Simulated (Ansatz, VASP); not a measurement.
TeW: VASP beside Ansatz

```
CELL_PARAMETERS angstrom
0.00000 3.02418 3.02418
3.02418 0.00000 3.02418
3.02418 3.02418 0.00000
ATOMIC_POSITIONS crystal
W 0.00000 0.00000 0.00000
Te 0.25000 0.25000 0.25000
```

Alike in both runs: functional PBEsol; k mesh 12 × 12 × 12; occupations gaussian, width 0.1 eV; collinear spin.

Ansatz relaxed the structure, and its values are those at the end. VASP's run is a single point on that final structure, the one shown.

|  | VASP | Ansatz |
| --- | --- | --- |
| version | VASP 6.6.1 | Ansatz 0.2.0 |
| potentials or method | VASP PAW PBE potentials, release 64 (W_sv, Te), cutoff 520 eV | scalar-relativistic, plane waves, PAW |
| valence electrons in the cell | 20 | 30 |

Ansatz gave:

```
gap on the k mesh at the Fermi level (eV)                     : none
pressure (GPa)                                                : 0.0
net moment per atom (μB)                                      : 0.68
size of the moment on the site where the two differ most (μB) : 0.90
```

Task: What did VASP give for the same quantities?

Result: gap on the k mesh at the Fermi level (eV): none; pressure (GPa): 0.1; net moment per atom (μB): 0.68; size of the moment on the site where the two differ most (μB): 1.06.

VASP's potentials were made for PBE, not for PBEsol. Site moments also hang on the region over which each program counts them. A gap of «none» marks a metal or a gap that the smearing closes. The functional is the same, so the differences come from potentials, cutoffs and numerics. VASP's potentials hold 20 valence electrons a cell and Ansatz's 30, so a difference there can come from the potentials and not from the codes.

Neither program's run includes spin-orbit coupling.
